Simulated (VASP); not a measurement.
Here is a VASP 6.6.1 calculation.

Contents of INCAR:

```
SYSTEM = Hf
ALGO = Normal
EDIFF = 1E-8
ENCUT = 500
GGA = PS
GGA_COMPAT = .FALSE.
IBRION = 6
ISIF = 3
ISMEAR = -1
LASPH = .TRUE.
LCHARG = .FALSE.
LREAL = .FALSE.
LWAVE = .FALSE.
NELM = 120
NFREE = 2
NSW = 1
POTIM = 0.015
PREC = Accurate
SIGMA = 0.1
```

KPOINTS

```
k-points
0
G
  18 18 10
  0 0 0
```

POSCAR

```
Hf
1.0
    3.1581217152      0.0000000000      0.0000000000
   -1.5790608576      2.7350136336      0.0000000000
    0.0000000000      0.0000000000      5.0042329864
Hf
2
Direct
    0.3333333333      0.6666666667      0.2500000000
    0.6666666667      0.3333333333      0.7500000000
```

Potentials or basis: VASP PAW PBE potentials, release 64 (Hf_pv).

Launch:

```bash
$ cat potpaw_PBE.64/Hf_pv/POTCAR > POTCAR
$ mpirun -np 1 vasp_std > vasp.out
```

(1) What does it give for the Voigt bulk modulus?

(2) What does it give for the highest phonon frequency at Γ?

Results:

(1) 114 GPa.

(2) 107 cm⁻¹.

Caveat: the PAW data sets were made with another functional, which shifts forces and pressure a little.
